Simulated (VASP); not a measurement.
**Ni: single point with PBE**

The system is Ni.

```
Ni
1.0
     0.00000    1.77580    1.77580
     1.77580    0.00000    1.77580
     1.77580    1.77580    0.00000
Ni
1
Direct
  0.00000 0.00000 0.00000
```

- Program: VASP 6.6.1
- Task: single point
- Functional: PBE
- Potentials or basis: VASP PAW PBE potentials, release 64 (Ni)
- Cutoff: 520 eV
- k mesh: 13 × 13 × 13
- Occupations: fermi-dirac, width 0.1 eV
- Spin: collinear spin, ferromagnetic start
- Starting moments: [2.0] μB

```json
{
  "Pressure": "-4.9 GPa",
  "Net moment": "0.62 μB per cell",
  "Site moments": "Ni +0.64 μB",
  "Valence electrons inside the program's atomic spheres": "Ni 9.26"
}
```

Levels at points of the mesh, in eV from the Fermi level:
Spin up:
```tsv
k point	band 1	band 2	band 3	band 4	band 5	band 6	band 7	band 8	band 9	band 10
(0.00, 0.00, 0.00)	-8.80	-2.34	-2.34	-2.34	-1.23	-1.23	23.48	27.12	27.12	27.12
```
Spin down:
| k point | band 1 | band 2 | band 3 | band 4 | band 5 | band 6 | band 7 | band 8 | band 9 | band 10 |
| --- | --- | --- | --- | --- | --- | --- | --- | --- | --- | --- |
| (0.00, 0.00, 0.00) | -8.84 | -1.61 | -1.61 | -1.61 | -0.63 | -0.63 | 23.32 | 27.11 | 27.11 | 27.11 |

Run time: 70 s on 1 thread of AMD EPYC 7R13 (shared host), peak memory 0.11 GiB.
